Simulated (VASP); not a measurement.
Write the native input for VASP 6.6.1 that does the following.

- Task: single point
- Functional: PBE
- Potentials or basis: VASP PAW PBE potentials, release 64 (Si, C)
- Cutoff: 520 eV
- k mesh: 12 × 12 × 12
- Occupations: gaussian, width 0.05 eV
- Spin: no spin polarisation
- Dipole correction: no
- Further INCAR settings: ALGO = Normal; EDIFF = 1e-06; NBANDS = 11

The structure of SiC lies in POSCAR:

```
SiC
1.0
    0.0000000000      2.1324328124      2.1324328124
    2.1324328124      0.0000000000      2.1324328124
    2.0656165843      2.0656165843      0.0668162281
Si C
1 1
Direct
    0.0000000000      0.0000000000      0.0000000000
    0.7500000000      0.7500000000      0.7500000000
```

The input as run:

INCAR

```
ALGO = Normal
EDIFF = 1E-6
ENCUT = 520
GGA = PE
ISIF = 2
ISMEAR = 0
LASPH = T
LCHARG = F
LREAL = F
LWAVE = F
NBANDS = 11
NELM = 80
PREC = Accurate
SIGMA = 0.05
```

KPOINTS

```
k-points
0
Gamma
  12 12 12
```

Potentials or basis: VASP PAW PBE potentials, release 64 (Si, C).

The run is started by

```bash
$ cat potpaw_PBE.64/Si/POTCAR potpaw_PBE.64/C/POTCAR > POTCAR
$ mpirun -np 1 vasp_std > vasp.out
```

Results of the run:

```yaml
Pressure: 35.6 GPa
Largest_force: 0.991 eV/Å
Band_gap_on_the_k_mesh: 1.00 eV, indirect (least direct gap 4.29 eV)
```

It took 16 s on 1 thread of Intel(R) Xeon(R) Platinum 8488C (Sapphire Rapids), on a shared host, peak memory 0.16 GiB.
